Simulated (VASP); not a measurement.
Here is a VASP 6.6.1 calculation.

The input INCAR:

```
SYSTEM = C
ALGO = Normal
EDIFF = 1E-6
ENCUT = 600
GGA = PE
GGA_COMPAT = .FALSE.
ISIF = 2
ISMEAR = 0
LASPH = .TRUE.
LCHARG = .FALSE.
LREAL = .FALSE.
LWAVE = .FALSE.
NBANDS = 36
NELM = 120
PREC = Accurate
SIGMA = 0.2
```

Contents of KPOINTS:

```
k-points
0
G
  8 6 2
  0 0 0
```

File POSCAR:

```
C
1.0
    1.2340110571     -2.1375275990     -0.0104242232
   -3.6962288948     -2.1340877164      0.0577249213
    0.1825226680      0.0443160986    -12.8757724548
C
12
Direct
    0.7359925058      0.5890901580      0.3297522161
    0.2361655444      0.0891018069      0.3297646176
    0.7361292613      0.9222007430      0.3297670126
    0.2359610882      0.4222002557      0.3297777831
    0.7579247073      0.9115643430      0.6700081229
    0.2580908730      0.4115749511      0.6700072351
    0.7581293809      0.5784494859      0.6700022622
    0.2579199541      0.0784675156      0.6700006565
    0.0056406372      0.6659002971      1.0002385706
    0.5061361219      0.1658750529      1.0002200108
    0.5057249830      0.8327724377      1.0002393165
    1.0061849430      0.3328029531      1.0002221960
```

Potentials or basis: VASP PAW PBE potentials, release 64 (C).

Command:

```bash
$ cat potpaw_PBE.64/C/POTCAR > POTCAR
$ mpirun -np 1 vasp_std > vasp.out
```

(1) Estimate the pressure.

(2) Estimate the largest force.

Answers

(1) 0.1 GPa.

(2) 0.021 eV/Å.

Caveat: this functional lacks dispersion, which binds the layers, so the pressure and a relaxed spacing across them are unreliable.
